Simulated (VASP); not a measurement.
# MoS2 (P6_3/mmc) in VASP: a series of runs

MoS2 is run at these levels: PBE+D3(BJ); tasks: single point, relaxation of cell and atoms.

All numbers are computed with VASP 6.6.1; they aren't measurements. Logs are shortened: lines on timing, memory, paths and dates and some standing lists are left out, and cuts for length are marked.

**The experiment to reproduce.**

From “Multiwavelength excitation Raman Scattering Analysis of bulk and 2 dimensional MoS2: Vibrational properties of atomically thin MoS2 layers”, 2015, arxiv:1506.03228, for a bulk crystal of MoS2 at 300 K: band gap 1.3 eV (indirect).

The results are compared with them further down.

**1. The cell of the first run**

It takes space group P6_3/mmc (No. 194, hexagonal). Conventional cell: a = 3.149 Å, b = 3.149 Å, c = 12.089 Å, α = 90.00°, β = 90.00°, γ = 120.00°. Mo (site symmetry -6m2) has 6 S at 2.40 Å and 6 Mo at 3.15 Å within 3.2 Å. S (site symmetry 3m) has 3 Mo at 2.40 Å and 7 S at 3.13 to 3.15 Å within 3.2 Å.

**2. Single point, PBE+D3(BJ)**

File INCAR:

```
ALGO = Normal
EDIFF = 1E-6
ENCUT = 520
GGA = PE
ISIF = 2
ISMEAR = 0
IVDW = 12
LASPH = T
LCHARG = F
LREAL = F
LWAVE = F
NBANDS = 35
NELM = 100
PREC = Accurate
SIGMA = 0.01
```

File KPOINTS:

```
k-points
0
Gamma
  12 12 3
```

File POSCAR:

```
MoS2
1.0
    3.1492970719      0.0000000000      0.0000000000
   -1.5746485359      2.7273712683      0.0000000000
    0.0000000000      0.0000000000     12.0891431655
Mo S
2 4
Direct
    0.3333333333      0.6666666667      0.2500000000
    0.6666666667      0.3333333333      0.7500000000
    0.3333333333      0.6666666667      0.6204767327
    0.6666666667      0.3333333333      0.1204767327
    0.3333333333      0.6666666667      0.8795232673
    0.6666666667      0.3333333333      0.3795232673
```

Potentials or basis: VASP PAW PBE potentials, release 64 (Mo_sv, S).

Command:

```sh
> cat potpaw_PBE.64/Mo_sv/POTCAR potpaw_PBE.64/S/POTCAR > POTCAR
> mpirun -np 1 vasp_std > vasp.out
```

OUTCAR:

```text
EDIFF = 1E-6
   ENCUT = 520
   GGA = PE
   ISIF = 2
   ISMEAR = 0
   IVDW = 12
   LASPH = T
   LREAL = F
   NELM = 100
   PREC = Accurate
 IVDW          = 12

 ion  position               nearest neighbor table
   1  0.333  0.667  0.250-   4 2.40   6 2.40   4 2.40   6 2.40   4 2.40   6 2.40
   2  0.667  0.333  0.750-   3 2.40   5 2.40   3 2.40   5 2.40   3 2.40   5 2.40
   3  0.333  0.667  0.620-   2 2.40   2 2.40   2 2.40
   4  0.667  0.333  0.120-   1 2.40   1 2.40   1 2.40
   5  0.333  0.667  0.880-   2 2.40   2 2.40   2 2.40
   6  0.667  0.333  0.380-   1 2.40   1 2.40   1 2.40

  LATTYP: Found a hexagonal cell.
 ALAT       =     3.1492970719
 C/A-ratio  =     3.8386798354

  Lattice vectors:

 A1 = (   3.1492970719,   0.0000000000,   0.0000000000)
 A2 = (  -1.5746485359,   2.7273712683,   0.0000000000)
 A3 = (   0.0000000000,   0.0000000000,  12.0891431655)

Analysis of symmetry for initial positions (statically):
=====================================================================
 Subroutine PRICEL returns:
 Original cell was already a primitive cell.

 Routine SETGRP: Setting up the symmetry group for a
 hexagonal supercell.

 Subroutine GETGRP returns: Found 24 space group operations
 (whereof 12 operations were pure point group operations)
 out of a pool of 24 trial point group operations.

The static configuration has the point symmetry D_3d.
 The point group associated with its full space group is D_6h.

Analysis of symmetry for dynamics (positions and initial velocities):
=====================================================================
 Subroutine PRICEL returns:
 Original cell was already a primitive cell.

 Routine SETGRP: Setting up the symmetry group for a
 hexagonal supercell.

 Subroutine GETGRP returns: Found 24 space group operations
 (whereof 12 operations were pure point group operations)
 out of a pool of 24 trial point group operations.

The dynamic configuration has the point symmetry D_3d.
 The point group associated with its full space group is D_6h.

 Subroutine INISYM returns: Found 24 space group operations
 (whereof 12 operations are pure point group operations),
 and found     1 'primitive' translations

----------------------------------------------------------------------------------------

                                     Primitive cell

  volume of cell :     103.8373

  direct lattice vectors                    reciprocal lattice vectors
     3.149297072  0.000000000  0.000000000     0.317531175  0.183326709  0.000000000
    -1.574648536  2.727371268  0.000000000     0.000000000  0.366653419  0.000000000
     0.000000000  0.000000000 12.089143165     0.000000000  0.000000000  0.082718848

  length of vectors
     3.149297072  3.149297072 12.089143165     0.366653419  0.366653419  0.082718848

  position of ions in fractional coordinates (direct lattice)
     0.333333333  0.666666667  0.250000000
     0.666666667  0.333333333  0.750000000
     0.333333333  0.666666667  0.620476733
     0.666666667  0.333333333  0.120476733
     0.333333333  0.666666667  0.879523267
     0.666666667  0.333333333  0.379523267

  ion indices of the primitive-cell ions
   primitive index   ion index
                 1           1
                 2           2
                 3           3
                 4           4
                 5           5
                 6           6

----------------------------------------------------------------------------------------

 KPOINTS: k-points

Automatic generation of k-mesh.
 Grid dimensions read from file:
 generate k-points for:   12   12    3

 Generating k-lattice:

  Cartesian coordinates                     Fractional coordinates (reciprocal lattice)
     0.026460931  0.015277226  0.000000000     0.083333333  0.000000000  0.000000000
     0.000000000  0.030554452  0.000000000     0.000000000  0.083333333  0.000000000
     0.000000000  0.000000000  0.027572949     0.000000000  0.000000000  0.333333333

  Length of vectors
     0.030554452  0.030554452  0.027572949

  Shift w.r.t. Gamma in fractional coordinates (k-lattice)
     0.000000000  0.000000000  0.000000000

 Subroutine IBZKPT returns following result:
 ===========================================

 Found     38 irreducible k-points:

 Following reciprocal coordinates:
            Coordinates               Weight
  0.000000  0.000000  0.000000      1.000000
  0.083333  0.000000  0.000000      6.000000
  0.166667  0.000000  0.000000      6.000000
  0.250000 -0.000000  0.000000      6.000000
  0.333333  0.000000  0.000000      6.000000
  0.416667 -0.000000  0.000000      6.000000
[... 16 lines left out ...]
  0.250000 -0.000000  0.333333     12.000000
  0.333333  0.000000  0.333333     12.000000
 [... further k-points ...]
   k-points           NKPTS =     38   k-points in BZ     NKDIM =     38   number of bands    NBANDS=     35
   number of dos      NEDOS =    301   number of ions     NIONS =      6
   total plane-waves  NPLWV =  51840
   dimension x,y,z NGX =    24 NGY =   24 NGZ =   90
   dimension x,y,z NGXF=    48 NGYF=   48 NGZF=  180
   ions per type =               2   4
   NGX,Y,Z   is equivalent  to a cutoff of  12.67, 12.67, 12.38 a.u.
   NGXF,Y,Z  is equivalent  to a cutoff of  25.34, 25.34, 24.75 a.u.
 SYSTEM =  unknown system
   PREC   = accura    normal or accurate (medium, high low for compatibility)
   ISTART =      0    job   : 0-new  1-cont  2-samecut
   ICHARG =      2    charge: 1-file 2-atom 10-const
   ISPIN  =      1    spin polarized calculation?
   LNONCOLLINEAR =      F non collinear calculations
   LSORBIT =      F    spin-orbit coupling
   LASPH  =      T    aspherical Exc in radial PAW
   ENCUT  =  520.0 eV  38.22 Ry    6.18 a.u.   5.86  5.86 22.48*2*pi/ulx,y,z
   NELM   =    100;   NELMIN=  2; NELMDL= -5     # of ELM steps
   EDIFF  = 0.1E-05   stopping-criterion for ELM
   LREAL  =      F    real-space projection
   EDIFFG = 0.1E-04   stopping-criterion for IOM
   NSW    =      0    number of steps for IOM
   IBRION =     -1    ionic relax: 0-MD 1-quasi-New 2-CG
   NFREE  =      0    steps in history (QN), initial steepest desc. (CG)
   ISIF   =      2    stress and relaxation
   ISYM   =      2    0-nonsym 1-usesym 2-fastsym
   POTIM  = 0.5000    time-step for ionic-motion
   TEBEG  =    0.0;   TEEND  =   0.0 temperature during run
   PSTRESS=    0.0 pullay stress
   NELECT =      52.0000    total number of electrons
   NUPDOWN=      -1.0000    fix difference up-down
   EMIN   =  10.00;   EMAX   =-10.00  energy-range for DOS
   EFERMI =   0.00;   METHOD = LEGACY
   ISMEAR =     0;   SIGMA  =   0.01  broadening in eV -4-tet -1-fermi 0-gaus
   EFERMI_NEDOS =   21; number of points for ismear=-14 and -15
   IALGO  =     38    algorithm
   IMIX   =      4    mixing-type and parameters
     AMIX     =   0.40;   BMIX     =  1.00
     AMIX_MAG =   1.60;   BMIX_MAG =  1.00
  volume/ion in A,a.u.               =      17.31       116.79
  Fermi-wavevector in a.u.,A,eV,Ry     =   1.300044  2.456727 22.995412  1.690115
  Thomas-Fermi vector in A             =   2.431269
   LORBIT       =      0    0 simple, 1 ext, 2 COOP (PROOUT), +10 PAW based schemes
   GGA     = PE    functional components
   LHFCALC =     F    Hartree Fock is set to
   AEXX    =    0.0000 exact exchange contribution
   IVDW    =    12    specifies the selected vdW correction
   LEPSILON=     F    determine dielectric tensor
   LRPA    =     F    only Hartree local field effects (RPA)
 non-spin polarized calculation
 Gauss-broadening in eV      SIGMA  =   0.01
  energy-cutoff  :      520.00
  volume of cell :      103.84
 maximum number of plane-waves:      2820
 NGX is ok and might be reduce to    24
   NGX = 11   NGY = 11   NGZ = 45

 number of electron      52.0000003 magnetization

 Free energy of the ion-electron system (eV)
  ---------------------------------------------------
  ext. energy  EPLUGINS =         0.00000000
  ---------------------------------------------------
  free energy    TOTEN  =       -43.54506319 eV

  energy without entropy =      -43.54506319  energy(sigma->0) =      -43.54506319

 E-fermi :   8.0463     XC(G=0): -11.0153

 val. band max:        7.9483211151   @ k =   0.0000   0.0000   0.0000
 cond. band min:       8.7480072202   @ k =   0.1667   0.1667   0.0000
 fundamental gap:      0.7996861051
 Fermi energy:         8.0462784962

 k-point     1 :       0.0000    0.0000    0.0000
  band No.  band energies     occupation
      1     -53.5898      2.00000
      2     -53.5898      2.00000
      3     -27.7535      2.00000
      4     -27.7534      2.00000
      5     -27.5120      2.00000
      6     -27.5120      2.00000
[... 27 lines left out ...]
     34      10.4025      0.00000
     35      13.5873      0.00000

 k-point     2 :       0.0833    0.0000    0.0000
  band No.  band energies     occupation
      1     -53.5869      2.00000
      2     -53.5869      2.00000
      3     -27.7479      2.00000
      4     -27.7478      2.00000
      5     -27.5405      2.00000
      6     -27.5405      2.00000
[... 27 lines left out ...]
     34      10.2967      0.00000
     35      14.0859      0.00000

 k-point     3 :       0.1667    0.0000    0.0000
  band No.  band energies     occupation
      1     -53.5790      2.00000
      2     -53.5790      2.00000
      3     -27.7326      2.00000
      4     -27.7325      2.00000
      5     -27.6177      2.00000
      6     -27.6177      2.00000
[... 27 lines left out ...]
     34      10.7475      0.00000
     35      15.1043      0.00000

 k-point     4 :       0.2500   -0.0000    0.0000
  band No.  band energies     occupation
      1     -53.5682      2.00000
      2     -53.5682      2.00000
      3     -27.7217      2.00000
      4     -27.7217      2.00000
      5     -27.7116      2.00000
      6     -27.7115      2.00000
[... 27 lines left out ...]
     34      11.2320      0.00000
     35      15.3844      0.00000

 k-point     5 :       0.3333    0.0000    0.0000
  band No.  band energies     occupation
      1     -53.5574      2.00000
      2     -53.5574      2.00000
      3     -27.8241      2.00000
      4     -27.8241      2.00000
      5     -27.6905      2.00000
      6     -27.6904      2.00000
[... 638 lines left out ...]
 k-point    22 :       0.1667    0.0000    0.3333
  band No.  band energies     occupation
      1     -53.5790      2.00000
      2     -53.5790      2.00000
      3     -27.7326      2.00000
      4     -27.7325      2.00000
      5     -27.6177      2.00000
      6     -27.6177      2.00000
[... 27 lines left out ...]
     34      10.7156      0.00000
     35      15.1567      0.00000

 k-point    23 :       0.2500   -0.0000    0.3333
  band No.  band energies     occupation
      1     -53.5682      2.00000
      2     -53.5682      2.00000
      3     -27.7217      2.00000
      4     -27.7217      2.00000
      5     -27.7116      2.00000
      6     -27.7115      2.00000
[... 27 lines left out ...]
     34      11.1678      0.00000
     35      15.2867      0.00000

 k-point    24 :       0.3333    0.0000    0.3333
  band No.  band energies     occupation
      1     -53.5574      2.00000
      2     -53.5574      2.00000
      3     -27.8241      2.00000
      4     -27.8241      2.00000
      5     -27.6905      2.00000
      6     -27.6904      2.00000
[... 27 lines left out ...]
     34      11.4958      0.00000
     35      14.5170      0.00000

 [... further k-points ...]

------------------------ aborting loop because EDIFF is reached ----------------------------------------

 Edisp (eV)   -2.62532

 E8    (eV) :    -1.0586

  FORCE on cell =-STRESS in cart. coord.  units (eV):
  Direction    XX          YY          ZZ          XY          YZ          ZX
  --------------------------------------------------------------------------------------
  -------------------------------------------------------------------------------------
  Total      -0.08237    -0.08237    -0.12219    -0.00000    -0.00000     0.00000
  in kB      -1.27093    -1.27093    -1.88529    -0.00000    -0.00000     0.00000
  external pressure =       -1.48 kB  Pullay stress =        0.00 kB

 VOLUME and BASIS-vectors are now :
 -----------------------------------------------------------------------------
  energy-cutoff  :      520.00
  volume of cell :      103.84
      direct lattice vectors                 reciprocal lattice vectors
     3.149297072  0.000000000  0.000000000     0.317531175  0.183326709  0.000000000
    -1.574648536  2.727371268  0.000000000     0.000000000  0.366653419  0.000000000
     0.000000000  0.000000000 12.089143165     0.000000000  0.000000000  0.082718848

 POSITION                                       TOTAL-FORCE (eV/Angst)
 -----------------------------------------------------------------------------------
     -0.00000      1.81825      3.02229         0.000000     -0.000000     -0.000000
      1.57465      0.90912      9.06686        -0.000000      0.000000     -0.000000
     -0.00000      1.81825      7.50103        -0.000000     -0.000000      0.013299
      1.57465      0.90912      1.45646        -0.000000     -0.000000      0.013299
     -0.00000      1.81825     10.63268         0.000000     -0.000000     -0.013299
      1.57465      0.90912      4.58811        -0.000000      0.000000     -0.013299
 -----------------------------------------------------------------------------------
    total drift:                               -0.000000      0.000000     -0.000000

  FREE ENERGIE OF THE ION-ELECTRON SYSTEM (eV)
  ---------------------------------------------------
  free  energy   TOTEN  =       -46.1703827383 eV

  energy  without entropy=      -46.1703827383  energy(sigma->0) =      -46.17038274
```

Wall time 3.1 min (1 thread of Intel Xeon 8259CL, shared host); peak memory 0.29 GiB.

Results:

```
Free energy                : -46.1704 eV
Pressure                   : -0.1 GPa
Largest force              : 0.013 eV/Å
Band gap on the k mesh     : 0.80 eV (least direct gap 1.70 eV)
Dispersion energy per atom : -0.438 eV
```

Forces on the atoms (eV/Å):
```
Mo   0.000  0.000  0.000
Mo   0.000  0.000  0.000
S    0.000  0.000  0.013
S    0.000  0.000  0.013
S    0.000  0.000 -0.013
S    0.000  0.000 -0.013
```

**3. Relaxation of cell and atoms, PBE+D3(BJ)**

This run uses another cell than the first one, of 17.86 Å³/atom.

File INCAR:

```
PREC     = Accurate       # precision mode
ENCUT    = 600            # plane-wave cutoff, eV
EDIFF    = 1E-6           # SCF threshold, eV
ISMEAR   = 0              # smearing method
SIGMA    = 0.01           # smearing width, eV
LREAL    = False          # projectors in reciprocal space
LASPH    = True           # aspherical terms in the spheres
NELM     = 100            # most SCF steps
ALGO     = Normal         # electronic algorithm
ISIF     = 3              # what is computed and relaxed
LWAVE    = False          # write WAVECAR
LCHARG   = False          # write CHGCAR
GGA      = PE             # functional
IVDW     = 12             # dispersion correction
IBRION   = 2              # ionic algorithm
NSW      = 80             # ionic steps
EDIFFG   = -0.001         # ionic threshold
```

File KPOINTS:

```
Automatic mesh
0
Gamma
  12 12 3
```

File POSCAR:

```
MoS2
1.0
    3.1690000000      0.0000000000      0.0000000000
   -1.5845000000      2.7444345046      0.0000000000
    0.0000000000      0.0000000000     12.3240000000
Mo S
2 4
Direct
    0.3333333333      0.6666666667      0.2500000000
    0.6666666667      0.3333333333      0.7500000000
    0.3333333333      0.6666666667      0.6230000000
    0.6666666667      0.3333333333      0.1230000000
    0.3333333333      0.6666666667      0.8770000000
    0.6666666667      0.3333333333      0.3770000000
```

Potentials or basis: VASP PAW PBE potentials, release 64 (Mo_sv, S).

Command:

```sh
> cat potpaw_PBE.64/Mo_sv/POTCAR potpaw_PBE.64/S/POTCAR > POTCAR
> mpirun -np 1 vasp_std > vasp.out
```

It took 43 min on 1 thread of Intel Xeon 8259CL, shared host; peak memory 0.37 GiB.

It converged, with:

* Free energy: -46.1731 eV
* Relaxed volume: 17.29 Å³/atom
* Relaxed cell: a = 3.149 Å, b = 3.149 Å, c = 12.082 Å, α = 90.00°, β = 90.00°, γ = 120.00°
* Space group after relaxing (to 0.1 Å): P6_3/mmc (No. 194)
* Energy gained by relaxing: 2.8 meV/atom
* Ionic steps: 17
* Pressure after relaxing: 0.0 GPa
* Band gap on the k mesh: 0.80 eV (least direct gap 1.71 eV)
* Dispersion energy per atom: -0.438 eV

The path:
| step | energy change (eV) | largest force (eV/Å) | pressure (GPa) | volume (Å³) |
| --- | --- | --- | --- | --- |
| 1 | 0.0000 | 0.0753 | -2.05 | 107.18 |
| 2 | 0.0163 | 0.5260 | 3.47 | 103.67 |
| 3 | -0.0088 | 0.1417 | -0.09 | 105.86 |
| 4 | -0.0114 | 0.0580 | -0.06 | 105.44 |
| 5 | -0.0115 | 0.0366 | -0.07 | 105.33 |
| 6 | -0.0130 | 0.0355 | -0.03 | 105.08 |
| 7 | -0.0160 | 0.0313 | 0.07 | 104.31 |
| 8 | -0.0149 | 0.0206 | 0.41 | 102.76 |
| 9 | -0.0168 | 0.0313 | 0.21 | 103.72 |
| 10 | -0.0145 | 0.1359 | -1.02 | 104.15 |
| 11 | -0.0169 | 0.0015 | -0.01 | 103.80 |
| 12 | -0.0169 | 0.0009 | -0.02 | 103.80 |
| 13 | -0.0169 | 0.0005 | -0.03 | 103.78 |
| 14 | -0.0169 | 0.0040 | 0.00 | 103.71 |
| 15 | -0.0169 | 0.0024 | -0.01 | 103.74 |
| 16 | -0.0169 | 0.0096 | 0.07 | 103.68 |
| 17 | -0.0169 | 0.0003 | 0.01 | 103.73 |

Final structure:
```yaml
crystal:
  lattice:
    - [3.14854, 0.00000, 0.00000]
    - [-1.57427, 2.72672, 0.00000]
    - [0.00000, 0.00000, 12.08212]
  atoms:
    - { symbol: Mo, position: [0.33333, 0.66667, 0.25000] }
    - { symbol: Mo, position: [0.66667, 0.33333, 0.75000] }
    - { symbol: S, position: [0.33333, 0.66667, 0.62045] }
    - { symbol: S, position: [0.66667, 0.33333, 0.12045] }
    - { symbol: S, position: [0.33333, 0.66667, 0.87955] }
    - { symbol: S, position: [0.66667, 0.33333, 0.37955] }
```

Levels at points of the mesh, in eV from the valence-band top:
```tsv
k point	band 24	band 25	band 26	band 27	band 28	band 29
(0.00, 0.00, 0.00)	-1.28	-1.11	0.00	2.09	2.09	2.13
(0.50, 0.00, 0.00)	-1.53	-1.49	-1.34	1.62	1.68	1.99
```

A k mesh can miss the band edges. Expect the measured gap to be larger: semilocal functionals such as PBE lack the derivative discontinuity.

**4. Comparison with measurements**

Step 2. Measured gap of MoS2: 1.3 eV (indirect; 300 K; “Multiwavelength excitation Raman Scattering Analysis of bulk and 2 dimensional MoS2: Vibrational properties of atomically thin MoS2 layers”, 2015, arxiv:1506.03228). This calculation gives 0.80 eV (-0.50 eV). Spin-orbit coupling on Mo is left out. The value is that of PBE+D3(BJ) on a finite k mesh, which can miss the band edges, without temperature or zero-point motion. Semilocal functionals fall short of measured gaps as a rule.
